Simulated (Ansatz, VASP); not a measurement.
**One calculation of Ga, two programs**

The input POSCAR:

```
Ga
1.0
    1.3830000000     -4.0265000000      0.0000000000
    1.3830000000      4.0265000000      0.0000000000
   -0.1174474948      0.0000000000      3.3299294416
Ga
2
Direct
    0.1310000000      0.8690000000      0.7500000000
    0.8690000000      0.1310000000      0.2500000000
```

INCAR.step1

```
SYSTEM = Ga
PREC = Accurate
ENCUT = 520
ISMEAR = -1
SIGMA = 0.05
LREAL = .FALSE.
LASPH = .TRUE.
NELM = 150
LNONCOLLINEAR = .TRUE.
MAGMOM = 0 0 0 0 0 0
LSORBIT = .TRUE.
GGA_COMPAT = .FALSE.
NBANDS = 38
GGA = PE
ALGO = Normal
EDIFF = 1E-4
LWAVE = .TRUE.
LCHARG = .FALSE.
```

INCAR.step2

```
SYSTEM = Ga
PREC = Accurate
ENCUT = 520
EDIFF = 1E-6
ISMEAR = -1
SIGMA = 0.05
LREAL = .FALSE.
LASPH = .TRUE.
NELM = 150
ALGO = Normal
ISIF = 2
LWAVE = .FALSE.
LCHARG = .FALSE.
LNONCOLLINEAR = .TRUE.
MAGMOM = 0 0 0 0 0 0
LORBIT = 11
LSORBIT = .TRUE.
GGA_COMPAT = .FALSE.
LORBMOM = .TRUE.
METAGGA = R2SCAN
LMIXTAU = .TRUE.
NBANDS = 38
ISTART = 1
```

File KPOINTS:

```
Automatic mesh
0
G
  7 7 6
  0 0 0
```

File input.yaml:

```yaml
crystal:
  lattice:
    - [1.383, -4.0265, 0.0]
    - [1.383, 4.0265, 0.0]
    - [-0.1174474948, 0.0, 3.3299294416]
  atoms:
    - { symbol: Ga, position: [0.131, 0.869, 0.75] }
    - { symbol: Ga, position: [0.869, 0.131, 0.25] }
hamiltonian:
  xc: r2scan
  pseudopotentials: { kind: paw_fr }
magnetization:
  noncollinear: true
  spin_orbit: true
kpoints:
  mp_grid: { grid: [7, 7, 6] }
  band_path:
    path:
      - [[0.0, 0.0, 0.0], [-0.2794936799, -0.2794936799, 0.0025046701], [-0.2865069778, -0.2865069778, 0.4818696886], [-0.2724803819, -0.2724803819, 0.5231396517], [0.0, 0.0, 0.5], [-0.5, 0.5, 0.5], [-0.7134930222, 0.2865069778, 0.5181303114]]
      - [[-0.7275196181, 0.2724803819, 0.4768603483], [-0.7205063201, 0.2794936799, -0.0025046701], [-0.5, 0.5, 0.0], [0.0, 0.0, 0.0], [-0.5, 0.0, 0.0]]
      - [[-0.5, 0.0, 0.5], [0.0, 0.0, 0.0]]
    npoints: 14
scf:
  occupations: { method: fermi_dirac, width: 0.05 }
  n_extra_bands: 6
output:
  forces: true
  stress: true
  eigenvalues: true
  fatbands: true
```

Alike in both runs: functional r2SCAN; k mesh 7 × 7 × 6; occupations fermi-dirac, width 0.05 eV; non-collinear spin, spin-orbit coupling.

|  | VASP | Ansatz |
| --- | --- | --- |
| version | VASP 6.6.1 | Ansatz 0.2.0 |
| potentials or method | VASP PAW PBE potentials, release 64 (Ga_d) | Ansatz PAW |
| plane-wave cutoff (eV) | 520 | 500 |
| valence electrons in the cell | 26 | 26 |
| task | single point | band structure |

Ansatz gave:

```
pressure (GPa)                                                : -1.0
traceless stress, the component that is largest in VASP (GPa) : 0.75
rms of the force components (eV/Å)                            : 0.093
```

Question: Which values does VASP return?

Answer: Pressure (GPa): -0.9; traceless stress, the component that is largest in VASP (GPa): 0.80; rms of the force components (eV/Å): 0.089.

VASP's potentials were made for PBE, not for r2SCAN. Atom by atom the forces differ by 0.005 eV/Å (rms over components). With one functional, cell and mesh, what is left measures potentials, basis and numerics.
